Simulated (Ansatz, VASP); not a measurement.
**La3O2 in VASP and in Ansatz**

```
La O
1.0
     4.58039    0.00000    0.00000
    -2.29019    3.96673    0.00000
     0.00000    0.00000    7.24145
La O
3 2
Direct
  0.33333 0.66667 0.63000
  0.66667 0.33333 0.37000
  0.00000 0.00000 0.00000
  0.33333 0.66667 0.23500
  0.66667 0.33333 0.76500
```

Change from the starting cell: species swapped into the Mg3Sb2 type (P-3m1, No. 164).

Alike in both runs: task single point; functional PBE; k mesh 6 × 6 × 4; occupations gaussian, width 0.1 eV; no spin polarisation.

```csv
,VASP,Ansatz
version,VASP 6.6.1,Ansatz 0.2.0
potentials or method,"VASP PAW PBE potentials, release 64 (La, O), cutoff 520 eV","scalar-relativistic, plane waves, PAW"
valence electrons in the cell,45,45
```

Ansatz gave:

| Quantity | Value |
| --- | --- |
| gap on the k mesh at the Fermi level (eV) | none |
| pressure (GPa) | -11.9 |
| traceless stress, the component that is largest in VASP (GPa) | 3.39 |
| rms of the force components (eV/Å) | 0.365 |

Task: What did VASP give for the same quantities?

Result: gap on the k mesh at the Fermi level (eV): none; pressure (GPa): -12.0; traceless stress, the component that is largest in VASP (GPa): 3.39; rms of the force components (eV/Å): 0.369.

Atom by atom the forces differ by 0.005 eV/Å (rms over components). A gap of «none» marks a metal or a gap that the smearing closes.

Neither program's run includes spin-orbit coupling.
